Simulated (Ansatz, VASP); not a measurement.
One calculation of ZnO, two programs

```
Zn O
1.0
     3.27939    0.00000    0.00000
     0.00000    5.29323    0.00000
     0.00000    0.00000   24.46679
Zn O
8 8
Direct
  0.00000 0.96666 0.32096
  0.50000 0.50312 0.34030
  0.50000 0.00184 0.42575
  0.00000 0.50732 0.45941
  0.00000 0.00732 0.54059
  0.50000 0.50184 0.57425
  0.50000 0.00312 0.65970
  0.00000 0.46666 0.67904
  0.00000 0.62045 0.30723
  0.50000 0.12573 0.34569
  0.50000 0.62602 0.42178
  0.00000 0.12763 0.46210
  0.00000 0.62763 0.53790
  0.50000 0.12602 0.57822
  0.50000 0.62573 0.65431
  0.00000 0.12045 0.69277
```

Alike in both runs: functional PBE; k mesh 8 × 5 × 1; occupations gaussian, width 0.05 eV; no spin polarisation.

Ansatz relaxed the structure, and its values are those at the end. VASP's run is a single point on that final structure, the one shown.

```csv
,VASP,Ansatz
version,VASP 6.6.1,Ansatz 0.2.0
potentials or method,"VASP PAW PBE potentials, release 64 (Zn, O), cutoff 520 eV","scalar-relativistic, plane waves, PAW"
valence electrons in the cell,144,144
```

VASP gave:

- gap on the k mesh at the Fermi level (eV): 0.90
- least direct gap on the mesh (eV): 0.90
- rms of the force components (eV/Å): 0.027

What did Ansatz give for the same quantities?

gap on the k mesh at the Fermi level (eV): 0.92; least direct gap on the mesh (eV): 0.92; rms of the force components (eV/Å): 0.006.

Ansatz's warnings: xc potential rough in thin density.
